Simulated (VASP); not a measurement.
Set up this calculation in VASP 6.6.1, as the native input.

* Task: relaxation of cell and atoms
* Functional: revPBE
* Potentials or basis: VASP PAW PBE potentials, release 64 (Ga_d)
* Cutoff: 600 eV
* k mesh: 11 × 11 × 11
* Occupations: fermi-dirac, width 0.1 eV
* Spin: no spin polarisation
* Dipole correction: no
* Further INCAR settings: ALGO = Normal; EDIFF = 1e-06; IBRION = 2; EDIFFG = -0.01; NSW = 80; ISIF = 3

The structure of Ga lies in POSCAR:

```
Ga
1.0
    2.7660252371      0.0000000000      0.0000000000
    0.0000000000      2.7660252371      0.0000000000
    0.0000000000      0.0000000000      2.7660252371
Ga
1
Direct
    0.0000000000      0.0000000000      0.0000000000
```

The input as run:

INCAR

```
PREC = Accurate ; ENCUT = 600
EDIFF = 1E-6 ; ISMEAR = -1
SIGMA = 0.1 ; LREAL = F
LASPH = T ; NELM = 60
ALGO = Normal ; ISIF = 3
LWAVE = F ; LCHARG = F
GGA = RE ; IBRION = 2
NSW = 80 ; EDIFFG = -0.01
```

KPOINTS

```
regular mesh
0
Gamma
  11 11 11
```

Potentials or basis: VASP PAW PBE potentials, release 64 (Ga_d).

Command:

```sh
$ cat potpaw_PBE.64/Ga_d/POTCAR > POTCAR
$ mpirun -np 1 vasp_std > vasp.out
```

It gave:

The relaxed volume is 20.92 Å³/atom and the relaxed cell is a = 2.756 Å, b = 2.756 Å, c = 2.756 Å, α = 90.00°, β = 90.00°, γ = 90.00°. The space group after relaxing (to 0.05 Å) is Pm-3m (No. 221), the energy gained by relaxing is 0.5 meV/atom and the ionic steps are 2. The pressure after relaxing is 0.0 GPa.

Caveat: the PAW data sets were made with another functional, which shifts forces and pressure a little.

Wall time 7.2 s on 1 thread of Intel(R) Xeon(R) Platinum 8488C (Sapphire Rapids), with other jobs on the host, peak memory 0.15 GiB.
